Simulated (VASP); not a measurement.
## AlP: single point with PBE

The system is AlP.

```
CELL_PARAMETERS angstrom
0.00000 2.73150 2.73150
2.73150 0.00000 2.73150
2.73150 2.73150 0.00000
ATOMIC_POSITIONS crystal
Al 0.00000 0.00000 0.00000
P 0.25000 0.25000 0.25000
```

| Quantity | Value |
| --- | --- |
| Program | VASP 6.6.1 |
| Task | single point |
| Functional | PBE |
| Potentials or basis | VASP PAW PBE potentials, release 64 (Al, P) |
| Cutoff | 500 eV |
| k mesh | 6 × 6 × 6 |
| Occupations | gaussian, width 0.01 eV |
| Spin | no spin polarisation |

```yaml
Pressure: 2.1 GPa
Band_gap_on_the_k_mesh: 1.58 eV, indirect (least direct gap 3.29 eV)
```

Levels at points of the mesh, in eV from the valence-band top:
| k point | band 2 | band 3 | band 4 | band 5 | band 6 | band 7 |
| --- | --- | --- | --- | --- | --- | --- |
| (0.00, 0.00, 0.00) | 0.00 | 0.00 | 0.00 | 3.29 | 4.56 | 4.56 |
| (0.50, 0.00, 0.00) | -5.52 | -0.76 | -0.76 | 2.81 | 4.82 | 4.82 |
| (0.50, 0.50, 0.00) | -5.30 | -2.10 | -2.10 | 1.58 | 2.47 | 11.06 |

Wall time 11 s on 1 thread of AMD EPYC 7R13 (shared host), peak memory 0.12 GiB.

A k mesh can miss the band edges. As with any semilocal functional, this PBE gap is likely too small.
